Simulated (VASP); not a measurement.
Runs of VASP 6.6.1 on HfN (rocksalt type). The structure is that of space group Fm-3m (No. 225), or close to it. The cells are those of the table. 

```tsv
task	cell	cutoff (eV)	k mesh for the DOS	occupations for the DOS	gap on the mesh (eV)	pressure (GPa)
single point	a = 2.882 Å, angles 60.0°, 2 atoms	520	-	-	none	(a)
single point	a = 3.082 Å, angles 60.0°, 2 atoms	520	-	-	none	41.6
single point	a = 2.772 Å, angles 60.0°, 2 atoms	520	-	-	none	301.7
relaxation of cell and atoms	relaxed from a = 3.047 Å, angles 60.0°, 2 atoms	600	-	-	none	0.0
single point	a = 2.986 Å, angles 60.0°, 2 atoms	520	-	-	none	(b)
single point	a = 3.150 Å, angles 60.0°, 2 atoms	520	-	-	none	16.1
single point	a = 3.216 Å, angles 60.0°, 2 atoms	520	-	-	none	-2.3
```

Alike in all rows: level PBE; potentials or basis VASP PAW PBE potentials, release 64 (Hf_pv, N); no spin polarisation; k mesh 15 × 15 × 15; smearing fermi-dirac 0.1 eV.

Task: Estimate the missing entries.

Result: (a) 171.8; (b) 91.9.

Caveats: spin-orbit coupling is left out, which moves the levels of the heavy elements.

A k mesh can miss the band edges, and the runs leave out spin-orbit coupling on Hf.

A gap of «none» marks levels without a gap at the run's occupations.
